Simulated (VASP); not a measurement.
# LiMg12 (a cell with a defect) in VASP: further runs

LiMg12 (a cell with a defect) is run at these levels: PBE; tasks: single point.

Program: VASP 6.6.1. These are calculated values, not measurements. Logs are shortened: lines on timing, memory, paths and dates and some standing lists are left out, and cuts for length are marked.

### Step 1. The cell of the first run

The cell holds a defect, 13 atoms: a = 6.420 Å, b = 9.630 Å, c = 5.213 Å, α = 90.00°, β = 90.00°, γ = 120.00°.

### Step 2. Single point, PBE

INCAR reads:

```
SYSTEM = LiMg12
  PREC = Accurate
  ENCUT = 520
  EDIFF = 1E-7
  ISMEAR = -1
  SIGMA = 0.05
  LREAL = .False.
  LASPH = .True.
  NELM = 100
  ALGO = Normal
  ISIF = 2
  LWAVE = .False.
  LCHARG = .False.
  GGA = PE
  NBANDS = 26
```

KPOINTS reads:

```
regular mesh
0
Gamma
  4 3 4
  0 0 0
```

POSCAR reads:

```
LiMg12
1.0
    6.4200000000      0.0000000000      0.0000000000
   -4.8150000000      8.3398250000      0.0000000000
    0.0000000000      0.0000000000      5.2130400000
Mg Li
12 1
Direct
    0.0240082331     -0.0024153984      0.1146415527
    0.2556627462      0.2674828309      0.4913219542
    0.0348011610      0.3253635418      0.0053895616
    0.1153635640      0.5223331425      0.5255844958
    0.0567804103      0.6743437662      0.0306297285
    0.1397942702      0.8858793800      0.5713144346
    0.5116203476      0.0090842434     -0.0223610408
    0.6676299263      0.2040841385      0.4694351089
    0.5609921125      0.3490787876     -0.0288282845
    0.6876740588      0.5733213826      0.4511281325
    0.5442348766      0.6727837814     -0.0726861869
    0.5281719108      0.8242628592      0.4106621089
   -0.1281606733      0.0331164023      0.6729071712
```

Potentials or basis: VASP PAW PBE potentials, release 64 (Mg, Li_sv).

On the command line:

```console
$ cat potpaw_PBE.64/Mg/POTCAR potpaw_PBE.64/Li_sv/POTCAR > POTCAR
$ mpirun -np 1 vasp_std > vasp.out
```

OUTCAR:

```text
SYSTEM = LiMg12
   PREC = Accurate
   ENCUT = 520
   EDIFF = 1E-7
   ISMEAR = -1
   LREAL = .False.
   LASPH = .True.
   NELM = 100
   ISIF = 2
   GGA = PE

 ion  position               nearest neighbor table
   1  0.024  0.998  0.115-  13 2.59   6 2.86   2 2.99   7 3.16  12 3.16   3 3.17   6 3.25   5 3.25
                            11 3.25   7 3.42   9 3.50
   2  0.256  0.267  0.491-  13 2.55  10 2.87   1 2.99   8 3.00   4 3.01   9 3.03   3 3.09   9 3.21
                             3 3.21   6 3.39   8 3.51
   3  0.035  0.325  0.005-  13 3.01   4 3.02   2 3.09   8 3.17   9 3.17   1 3.17   4 3.20   2 3.21
                             7 3.22   9 3.27   5 3.30  11 3.33   8 3.46
   4  0.115  0.522  0.526-  12 2.85   8 2.99   2 3.01   3 3.02  10 3.05   5 3.08   5 3.13  11 3.17
                             3 3.20   6 3.43  10 3.48
   5  0.057  0.674  0.031-  10 3.01   6 3.01   4 3.08   7 3.10   4 3.13   9 3.17  11 3.18   1 3.25
                            12 3.29   3 3.30  11 3.33   6 3.36
   6  0.140  0.886  0.571-  13 2.77   1 2.86  12 2.96   7 2.96   5 3.01  10 3.02   1 3.25   8 3.28
                             5 3.36   2 3.39   4 3.43
   7  0.512  0.009  0.978-  13 2.72  12 2.91   6 2.96   8 3.04   5 3.10   8 3.11   9 3.13   1 3.16
                             3 3.22  11 3.36   1 3.42  12 3.48
   8  0.668  0.204  0.469-  13 2.78   4 2.99   2 3.00   7 3.04   7 3.11   3 3.17   9 3.18   9 3.20
                             6 3.28  12 3.32   3 3.46  10 3.49   2 3.51
   9  0.561  0.349  0.971-   2 3.03   7 3.13  10 3.14   3 3.17   5 3.17  11 3.18   8 3.18   8 3.20
                             2 3.21   3 3.27  10 3.30   1 3.50
  10  0.688  0.573  0.451-   2 2.87  11 2.97   5 3.01   6 3.02   4 3.05  12 3.07   9 3.14  11 3.18
                             9 3.30   4 3.48   8 3.49
  11  0.544  0.673  0.927-  12 2.94  10 2.97  12 3.09   4 3.17  10 3.18   9 3.18   5 3.18   1 3.25
                             5 3.33   3 3.33   7 3.36
  12  0.528  0.824  0.411-  13 2.52   4 2.85   7 2.91  11 2.94   6 2.96  10 3.07  11 3.09   1 3.16
                             5 3.29   8 3.32   7 3.48
  13  0.872  0.033  0.673-  12 2.52   2 2.55   1 2.59   7 2.72   6 2.77   8 2.78   3 3.01

  LATTYP: Found a simple monoclinic cell.
 ALAT       =     6.4200000000
 B/A-ratio  =     0.8120000000
 C/A-ratio  =     1.3228757108
 COS(beta)  =    -0.1889822286

  Lattice vectors:

 A1 = (   6.4200000000,   0.0000000000,   0.0000000000)
 A2 = (   0.0000000000,   0.0000000000,   5.2130400000)
 A3 = (  -1.6050000000,  -8.3398250000,   0.0000000000)

Analysis of symmetry for initial positions (statically):
=====================================================================
 Subroutine PRICEL returns:
 Original cell was already a primitive cell.
[... 160 lines left out ...]
   EFERMI_NEDOS =   21; number of points for ismear=-14 and -15
   IALGO  =     38    algorithm
   IMIX   =      4    mixing-type and parameters
     AMIX     =   0.40;   BMIX     =  1.00
     AMIX_MAG =   1.60;   BMIX_MAG =  1.00
  volume/ion in A,a.u.               =      21.47       144.89
  Fermi-wavevector in a.u.,A,eV,Ry     =   0.751511  1.420149  7.684136  0.564768
  Thomas-Fermi vector in A             =   1.848508
   LORBIT       =      0    0 simple, 1 ext, 2 COOP (PROOUT), +10 PAW based schemes
   GGA     = PE    functional components
   LHFCALC =     F    Hartree Fock is set to
   AEXX    =    0.0000 exact exchange contribution
   IVDW    =     0    specifies the selected vdW correction
   LEPSILON=     F    determine dielectric tensor
   LRPA    =     F    only Hartree local field effects (RPA)
 non-spin polarized calculation
  energy-cutoff  :      520.00
  volume of cell :      279.11
 maximum number of plane-waves:      7534
   NGX = 23   NGY = 35   NGZ = 19

 number of electron      27.0000000 magnetization

 Free energy of the ion-electron system (eV)
  ---------------------------------------------------
  ext. energy  EPLUGINS =         0.00000000
  ---------------------------------------------------
  free energy    TOTEN  =       -18.85017248 eV

  energy without entropy =      -18.81184900  energy(sigma->0) =      -18.83101074

 E-fermi :   2.7640     XC(G=0):  -8.5751

 val. band max:        2.7275147125   @ k =   0.2500   0.3333   0.5000
 cond. band min:       2.7692195052   @ k =   0.0000  -0.3333   0.2500
 fundamental gap:      0.0417047927
 Fermi energy:         2.7639803565

 k-point     1 :       0.0000    0.0000    0.0000
  band No.  band energies     occupation
      1     -43.5888      2.00000
      2      -4.1902      2.00000
      3      -2.1826      2.00000
      4      -1.9564      2.00000
      5      -0.6038      2.00000
      6      -0.4184      2.00000
[... 661 lines left out ...]
     24       7.6107      0.00000
     25       7.7605      0.00000

 [... further k-points ...]

 [bands above 25 left out]

------------------------ aborting loop because EDIFF is reached ----------------------------------------

  FORCE on cell =-STRESS in cart. coord.  units (eV):
  Direction    XX          YY          ZZ          XY          YZ          ZX
  --------------------------------------------------------------------------------------
  -------------------------------------------------------------------------------------
  Total        3.1018154      4.1957065      6.4975628      0.8464242     -0.2145762      1.5458581
  in kB       17.8050624     24.0842243     37.2973557      4.8586503     -1.2317118      8.8735457
  external PRESSURE =      26.3955475 kB  Pullay stress =       0.0000000 kB

 VOLUME and BASIS-vectors are now :
 -----------------------------------------------------------------------------
  energy-cutoff  :      520.00
  volume of cell :      279.11
      direct lattice vectors                 reciprocal lattice vectors
     6.420000000  0.000000000  0.000000000     0.155763240  0.089929945  0.000000000
    -4.815000000  8.339825000  0.000000000     0.000000000  0.119906593  0.000000000
     0.000000000  0.000000000  5.213040000     0.000000000  0.000000000  0.191826650

 POSITION                                       TOTAL-FORCE (eV/Angst)
 -----------------------------------------------------------------------------------
     -4.64924      8.31968      0.59763         0.003765     -0.004737      0.010215
      0.35342      2.23076      2.56128         0.004002      0.002908     -0.005961
     -1.34320      2.71347      0.02810        -0.000657      0.007400      0.003633
     -1.77440      4.35617      2.73989        -0.001923      0.000745      0.000704
     -2.88244      5.62391      0.15967         0.002904     -0.005932     -0.001306
     -3.36803      7.38808      2.97829        -0.004280     -0.003565     -0.002912
      3.24086      0.07576      5.09647        -0.003166     -0.005877      0.004059
      3.30352      1.70203      2.44718        -0.009091      0.001854     -0.005631
      1.92075      2.91126      5.06276         0.003099      0.003174      0.008041
      1.65433      4.78140      2.35175         0.000630      0.006953     -0.003902
      0.25453      5.61090      4.83412        -0.001548      0.007340     -0.001235
     -0.57796      6.87421      2.14080         0.004306     -0.006664     -0.004604
      5.43775      0.27618      3.50789         0.001958     -0.003598     -0.001100
 -----------------------------------------------------------------------------------
    total drift:                                0.000541      0.000713     -0.000318

  FREE ENERGIE OF THE ION-ELECTRON SYSTEM (eV)
  ---------------------------------------------------
  free  energy   TOTEN  =       -18.8501724833 eV

  energy  without entropy=      -18.8118490018  energy(sigma->0) =      -18.83101074
```

OSZICAR:

```text
N       E                     dE             d eps       ncg     rms          rms(c)
DAV:   1     0.403890937896E+02    0.40389E+02   -0.83496E+03  1352   0.776E+02
DAV:   2    -0.131311613383E+02   -0.53520E+02   -0.50533E+02  1610   0.118E+02
DAV:   3    -0.190103346075E+02   -0.58792E+01   -0.57585E+01  2258   0.224E+01
DAV:   4    -0.193379734772E+02   -0.32764E+00   -0.32063E+00  1968   0.599E+00
DAV:   5    -0.193449072718E+02   -0.69338E-02   -0.69308E-02  1866   0.979E-01    0.287E+00
DAV:   6    -0.189220221039E+02    0.42289E+00   -0.72748E-01  1590   0.267E+00    0.158E+00
DAV:   7    -0.188680790202E+02    0.53943E-01   -0.20351E-01  1736   0.139E+00    0.791E-01
DAV:   8    -0.188520083241E+02    0.16071E-01   -0.23105E-02  1756   0.603E-01    0.227E-01
DAV:   9    -0.188502400882E+02    0.17682E-02   -0.14611E-03  1750   0.174E-01    0.487E-02
DAV:  10    -0.188501677173E+02    0.72371E-04   -0.25618E-04  1790   0.619E-02    0.127E-02
DAV:  11    -0.188501704445E+02   -0.27272E-05   -0.20517E-05  1688   0.184E-02    0.420E-03
DAV:  12    -0.188501717190E+02   -0.12745E-05   -0.25940E-06  1612   0.591E-03    0.123E-03
DAV:  13    -0.188501724018E+02   -0.68284E-06   -0.21240E-07  1318   0.221E-03    0.396E-04
DAV:  14    -0.188501724833E+02   -0.81498E-07   -0.17056E-08   826   0.573E-04
   1 F= -.18850172E+02 E0= -.18831011E+02  d E =-.383235E-01
```

stdout:

```text
POSCAR found type information on POSCAR MgLi
 POSCAR found :  2 types and      13 ions
 scaLAPACK will be used
 LDA part: xc-table for (Slater+PW92), standard interpolation
 POSCAR, INCAR and KPOINTS ok, starting setup
 FFT: planning ... GRIDC
 FFT: planning ... GRID_SOFT
 FFT: planning ... GRID
 WAVECAR not read
 entering main loop
```

Wall time 4 min (1 thread of Intel Xeon Platinum 8259CL at 2.50GHz (Skylake/Cascade Lake), shared host); peak memory 0.43 GiB.

What came out:

| Property | Result |
| --- | --- |
| Free energy | -18.8502 eV |
| Largest force | 0.012 eV/Å |
| Band gap on the k mesh | zero (an odd number of electrons rules out a gap without spin polarisation) |

Forces on the atoms (eV/Å):
```
Mg   0.004 -0.005  0.010
Mg   0.004  0.003 -0.006
Mg  -0.001  0.007  0.004
Mg  -0.002  0.001  0.001
Mg   0.003 -0.006 -0.001
Mg  -0.004 -0.004 -0.003
Mg  -0.003 -0.006  0.004
Mg  -0.009  0.002 -0.006
Mg   0.003  0.003  0.008
Mg   0.001  0.007 -0.004
Mg  -0.002  0.007 -0.001
Mg   0.004 -0.007 -0.005
Li   0.002 -0.004 -0.001
```

Caveat: the cutoff is under 1.25 times the usual one of these potentials, so pressure, stress and relaxed cells hold a basis-set (Pulay) error.

### Step 3. Single point, PBE

INCAR reads:

```
SYSTEM = LiMg12
ALGO = Normal
EDIFF = 1E-7
ENCUT = 520
GGA = PE
ISIF = 2
ISMEAR = -1
LASPH = .TRUE.
LCHARG = .FALSE.
LREAL = .FALSE.
LWAVE = .FALSE.
NBANDS = 26
NELM = 100
PREC = Accurate
SIGMA = 0.05
```

KPOINTS reads:

```
k-points
0
G
  4 3 4
  0 0 0
```

POSCAR reads:

```
LiMg12
1.0
    6.4200000000      0.0000000000      0.0000000000
   -4.8150000000      8.3398250000      0.0000000000
    0.0000000000      0.0000000000      5.2130400000
Mg Li
12 1
Direct
    0.0072818042     -0.0119864625      0.0953294047
    0.2717848698      0.2802749458      0.4612103494
    0.0212175186      0.3187714371     -0.0057327394
    0.1181907303      0.5201371731      0.5127737366
    0.0452588675      0.6710948971      0.0169948821
    0.1560504409      0.9015557281      0.5595341682
    0.5149464535     -0.0019970443     -0.0138836456
    0.6642041542      0.2073783323      0.4673336479
    0.5512125668      0.3398719997     -0.0361290149
    0.7082299716      0.5826812913      0.4768931372
    0.5152001731      0.6514428061     -0.0377200252
    0.5339825226      0.8218587320      0.4464145681
   -0.1080942603      0.0564649738      0.6450263186
```

Potentials or basis: VASP PAW PBE potentials, release 64 (Mg, Li_sv).

On the command line:

```console
$ cat potpaw_PBE.64/Mg/POTCAR potpaw_PBE.64/Li_sv/POTCAR > POTCAR
$ mpirun -np 1 vasp_std > vasp.out
```

OUTCAR:

```text
SYSTEM = LiMg12
   EDIFF = 1E-7
   ENCUT = 520
   GGA = PE
   ISIF = 2
   ISMEAR = -1
   LASPH = .TRUE.
   LREAL = .FALSE.
   NELM = 100
   PREC = Accurate

 ion  position               nearest neighbor table
   1  0.007  0.988  0.095-  13 2.64   6 2.87   2 3.11  13 3.11   3 3.19   6 3.19  12 3.21   5 3.21
                             7 3.26   7 3.26  11 3.28   9 3.51
   2  0.272  0.280  0.461-  13 2.50  10 2.86   8 2.93   4 2.94   9 3.04   3 3.04   9 3.06   1 3.11
                             3 3.32   6 3.38   8 3.60
   3  0.021  0.319  0.994-  13 2.88   4 3.04   2 3.04   9 3.13   8 3.17   7 3.17   1 3.19  11 3.19
                             4 3.20   9 3.31   5 3.32   2 3.32   8 3.39
   4  0.118  0.520  0.513-  12 2.82   2 2.94   8 2.97  10 2.98   3 3.04   5 3.11   5 3.15   3 3.20
                            11 3.22  10 3.53   6 3.57  11 3.62
   5  0.045  0.671  0.017-  10 3.05   7 3.09   6 3.09   4 3.11  11 3.13   4 3.15   9 3.19   1 3.21
                             3 3.32  11 3.32  10 3.39   6 3.44  12 3.52
   6  0.156  0.902  0.560-  13 2.80   1 2.87  12 2.95   7 3.00  10 3.01   5 3.09   8 3.15   1 3.19
                             2 3.38   5 3.44   4 3.57   7 3.60
   7  0.515  0.998  0.986-  13 2.82  12 2.98   6 3.00   8 3.06   5 3.09   3 3.17   9 3.18   8 3.22
                             1 3.26   1 3.26  12 3.32  11 3.34   6 3.60
   8  0.664  0.207  0.467-  13 2.69   2 2.93   4 2.97   7 3.06   9 3.13   6 3.15   9 3.16   3 3.17
                             7 3.22  12 3.37   3 3.39  10 3.48   2 3.60
   9  0.551  0.340  0.964-   2 3.04   2 3.06  11 3.12   8 3.13   3 3.13   8 3.16   7 3.18   5 3.19
                            10 3.25   3 3.31  10 3.36   1 3.51
  10  0.708  0.583  0.477-   2 2.86   4 2.98   6 3.01  12 3.03  11 3.03   5 3.05  11 3.16   9 3.25
                             9 3.36   5 3.39   8 3.48   4 3.53
  11  0.515  0.651  0.962-  12 2.98  10 3.03  12 3.12   9 3.12   5 3.13  10 3.16   3 3.19   4 3.22
                             1 3.28   5 3.32   7 3.34   4 3.62
  12  0.534  0.822  0.446-  13 2.50   4 2.82   6 2.95   7 2.98  11 2.98  10 3.03  11 3.12   1 3.21
                             7 3.32   8 3.37   5 3.52
  13  0.892  0.056  0.645-   2 2.50  12 2.50   1 2.64   8 2.69   6 2.80   7 2.82   3 2.88   1 3.11

  LATTYP: Found a simple monoclinic cell.
 ALAT       =     6.4200000000
[... 198 lines left out ...]
  ---------------------------------------------------
  ext. energy  EPLUGINS =         0.00000000
  ---------------------------------------------------
  free energy    TOTEN  =       -18.81886850 eV

  energy without entropy =      -18.78207365  energy(sigma->0) =      -18.80047108

 E-fermi :   2.7743     XC(G=0):  -8.5756

 val. band max:        2.7594422036   @ k =   0.2500   0.0000   0.0000
 cond. band min:       2.7755522630   @ k =   0.5000   0.3333   0.2500
 fundamental gap:      0.0161100594
 Fermi energy:         2.7743333557

 k-point     1 :       0.0000    0.0000    0.0000
  band No.  band energies     occupation
      1     -43.6159      2.00000
      2      -4.1913      2.00000
      3      -2.1714      2.00000
      4      -1.9660      2.00000
      5      -0.6022      2.00000
      6      -0.4253      2.00000
[... 661 lines left out ...]
     24       7.6432      0.00000
     25       7.7922      0.00000

 [... further k-points ...]

 [bands above 25 left out]

------------------------ aborting loop because EDIFF is reached ----------------------------------------

  FORCE on cell =-STRESS in cart. coord.  units (eV):
  Direction    XX          YY          ZZ          XY          YZ          ZX
  --------------------------------------------------------------------------------------
  -------------------------------------------------------------------------------------
  Total        4.2202982      4.6642180      4.7738427      1.0096657     -0.3096860      1.2783381
  in kB       24.2253854     26.7735773     27.4028456      5.7956905     -1.7776615      7.3379253
  external PRESSURE =      26.1339361 kB  Pullay stress =       0.0000000 kB

 VOLUME and BASIS-vectors are now :
 -----------------------------------------------------------------------------
  energy-cutoff  :      520.00
  volume of cell :      279.11
      direct lattice vectors                 reciprocal lattice vectors
     6.420000000  0.000000000  0.000000000     0.155763240  0.089929945  0.000000000
    -4.815000000  8.339825000  0.000000000     0.000000000  0.119906593  0.000000000
     0.000000000  0.000000000  5.213040000     0.000000000  0.000000000  0.191826650

 POSITION                                       TOTAL-FORCE (eV/Angst)
 -----------------------------------------------------------------------------------
     -4.71054      8.23986      0.49696         0.001906      0.001203      0.057106
      0.39534      2.33744      2.40431        -0.005186     -0.023401     -0.023070
     -1.39867      2.65850      5.18316        -0.003126      0.017673     -0.006277
     -1.74568      4.33785      2.67311         0.007809      0.010580      0.001169
     -2.94076      5.59681      0.08860         0.001289     -0.002761      0.006136
     -3.33915      7.51882      2.91687        -0.001136     -0.016324      0.032050
     -1.49943      8.32317      5.14066        -0.012845      0.006519     -0.009952
      3.26566      1.72950      2.43623         0.013523     -0.003891     -0.019570
      1.90230      2.83447      5.02470        -0.009790     -0.002192     -0.023529
      1.74123      4.85946      2.48606        -0.008788     -0.014969     -0.024272
      0.17089      5.43292      5.01640         0.006697      0.024894     -0.032553
     -0.52908      6.85416      2.32718         0.001923      0.016833     -0.038964
      5.45416      0.47091      3.36255         0.007725     -0.014167      0.081726
 -----------------------------------------------------------------------------------
    total drift:                                0.000107      0.000150     -0.000473

  FREE ENERGIE OF THE ION-ELECTRON SYSTEM (eV)
  ---------------------------------------------------
  free  energy   TOTEN  =       -18.8188685048 eV

  energy  without entropy=      -18.7820736511  energy(sigma->0) =      -18.80047108
```

It took 4 min on 1 thread of Intel Xeon Platinum 8259CL at 2.50GHz (Skylake/Cascade Lake), shared host; peak memory 0.44 GiB.

Results:

* Free energy: -18.8189 eV
* Largest force: 0.083 eV/Å
* Band gap on the k mesh: zero (an odd number of electrons rules out a gap without spin polarisation)

Forces on the atoms (eV/Å):
```
Mg   0.002  0.001  0.057
Mg  -0.005 -0.023 -0.023
Mg  -0.003  0.018 -0.006
Mg   0.008  0.011  0.001
Mg   0.001 -0.003  0.006
Mg  -0.001 -0.016  0.032
Mg  -0.013  0.007 -0.010
Mg   0.014 -0.004 -0.020
Mg  -0.010 -0.002 -0.024
Mg  -0.009 -0.015 -0.024
Mg   0.007  0.025 -0.033
Mg   0.002  0.017 -0.039
Li   0.008 -0.014  0.082
```

Levels at points of the mesh, in eV from the Fermi level:
| k point | band 10 | band 11 | band 12 | band 13 | band 14 | band 15 | band 16 | band 17 |
| --- | --- | --- | --- | --- | --- | --- | --- | --- |
| (0.00, 0.00, 0.00) | -1.45 | -0.41 | -0.21 | 0.05 | 0.13 | 0.43 | 0.56 | 1.25 |
| (0.50, 0.00, 0.00) | -0.63 | -0.62 | -0.37 | -0.30 | -0.17 | 0.04 | 0.16 | 0.20 |
| (0.00, 0.00, 0.50) | -1.97 | -1.80 | -1.23 | -1.07 | -0.86 | -0.60 | 0.85 | 1.10 |
| (0.50, 0.00, 0.50) | -1.20 | -0.97 | -0.65 | -0.57 | 0.49 | 0.53 | 0.75 | 0.87 |

Caveat: the cutoff is under 1.25 times the usual one of these potentials, so pressure, stress and relaxed cells hold a basis-set (Pulay) error.

(Part 1 of 2 ends here.)

The gap in the log of VASP goes by the Fermi energy; the results here count the filled bands.